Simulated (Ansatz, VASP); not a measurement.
Two plane-wave programs on Ba

Contents of INCAR:

```
PREC = Accurate ; ENCUT = 600
EDIFF = 1E-7 ; ISMEAR = -1
SIGMA = 0.15 ; LREAL = False
LASPH = True ; NELM = 100
ALGO = Normal ; ISIF = 3
LWAVE = False ; LCHARG = False
GGA = CA ; IBRION = 2
NSW = 80 ; EDIFFG = -0.001
```

Contents of KPOINTS:

```
regular mesh
0
Gamma
  12 12 12
```

The input POSCAR:

```
Ba
1.0
   -2.3816655778      2.3816655778      2.3816655778
    2.3816655778     -2.3816655778      2.3816655778
    2.3816655778      2.3816655778     -2.3816655778
Ba
1
Direct
    0.0000000000      0.0000000000      0.0000000000
```

Input for Ansatz:

```yaml
crystal:
  lattice:
    - [-2.3816655778, 2.3816655778, 2.3816655778]
    - [2.3816655778, -2.3816655778, 2.3816655778]
    - [2.3816655778, 2.3816655778, -2.3816655778]
  atoms:
    - { symbol: Ba, position: [0.0, 0.0, 0.0] }
basis:
  ecutwfc: 420
kpoints:
  mp_grid: { grid: [12, 12, 12] }
hamiltonian:
  xc: lda
  pseudopotentials: { kind: paw, azcp: { folder: soft_1 } }
scf:
  occupations: { method: fermi_dirac, width: 0.15 }
output:
  forces: true
  stress: true
  eigenvalues: true
  write_density: true
  write_potential: true
  elf: true
  volumetric_format: npy
relax:
  adjacent_minimum: "off"
  f_tol: 0.001
  max_steps: 60
  cell: { stress_tol: 0.01 }
```

Alike in both runs: task relaxation of cell and atoms; functional LDA; k mesh 12 × 12 × 12; occupations fermi-dirac, width 0.15 eV; no spin polarisation.

|  | VASP | Ansatz |
| --- | --- | --- |
| version | VASP 6.6.1 | Ansatz 0.2.0 |
| potentials or method | VASP PAW LDA potentials, release 64 (Ba_sv), cutoff 600 eV | scalar-relativistic, plane waves, PAW |
| valence electrons in the cell | 10 | 10 |

Ansatz gave:

| Item | Value |
| --- | --- |
| gap on the k mesh at the Fermi level, each at its own relaxed structure (eV) | none |
| relaxed volume (Å³/atom) | 54.04 |
| relaxed cell length with the largest relative difference (Å) | 4.125 |

Q: Estimate VASP's values.

A: gap on the k mesh at the Fermi level, each at its own relaxed structure (eV): none; relaxed volume (Å³/atom): 54.53; relaxed cell length with the largest relative difference (Å): 4.138.

Ansatz warns that its potentials were made for another functional, while VASP's fit it. LDA's correlation is that of Perdew and Zunger in VASP and of Perdew and Wang (1992) in Ansatz. A gap of «none» marks a metal or a gap that the smearing closes.

Neither program's run includes spin-orbit coupling.
